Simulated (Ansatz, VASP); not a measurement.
BaS in VASP and in Ansatz

The input INCAR:

```
ALGO = Normal
EDIFF = 1E-6
ENCUT = 520
GGA = PE
ISIF = 2
ISMEAR = 0
LASPH = T
LCHARG = F
LREAL = F
LWAVE = F
NBANDS = 15
NELM = 80
PREC = Accurate
SIGMA = 0.013000000000000001
```

The input KPOINTS:

```
k-points
0
Gamma
  7 7 7
```

The input POSCAR:

```
BaS
1.0
    0.0000000000      3.1937500000      3.1937500000
    3.1937500000      0.0000000000      3.1937500000
    3.1937500000      3.1937500000      0.0000000000
Ba S
1 1
Direct
    0.0000000000      0.0000000000      0.0000000000
    0.5000000000      0.5000000000      0.5000000000
```

Contents of input.yaml:

```yaml
crystal:
  lattice:
    - [0.0, 3.19375, 3.19375]
    - [3.19375, 0.0, 3.19375]
    - [3.19375, 3.19375, 0.0]
  atoms:
    - { symbol: Ba, position: [0.0, 0.0, 0.0] }
    - { symbol: S, position: [0.5, 0.5, 0.5] }
kpoints:
  mp_grid: { grid: [7, 7, 7] }
scf:
  occupations: { method: gaussian, width: 0.013 }
hamiltonian:
  xc: pbe
  pseudopotentials: { kind: all_electron, lapw: { basis_error: 0.001 } }
output:
  forces: true
  stress: true
  eigenvalues: true
```

Alike in both runs: task single point; functional PBE; k mesh 7 × 7 × 7; occupations gaussian, width 0.013 eV; no spin polarisation.

```csv
,VASP,Ansatz
version,VASP 6.6.1,Ansatz 0.2.0
potentials or method,"VASP PAW PBE potentials, release 64 (Ba_sv, S), cutoff 520 eV","all-electron LAPW, scalar-relativistic"
```

Ansatz gave:

| Property | Result |
| --- | --- |
| gap on the k mesh at the Fermi level (eV) | 2.26 |
| least direct gap on the mesh (eV) | 2.38 |
| pressure (GPa) | 0.8 |

Estimate VASP's values.

gap on the k mesh at the Fermi level (eV): 2.17; least direct gap on the mesh (eV): 2.31; pressure (GPa): 1.4.

Ansatz ran all-electron here, and VASP with PAW potentials.

Spin-orbit coupling is off throughout.
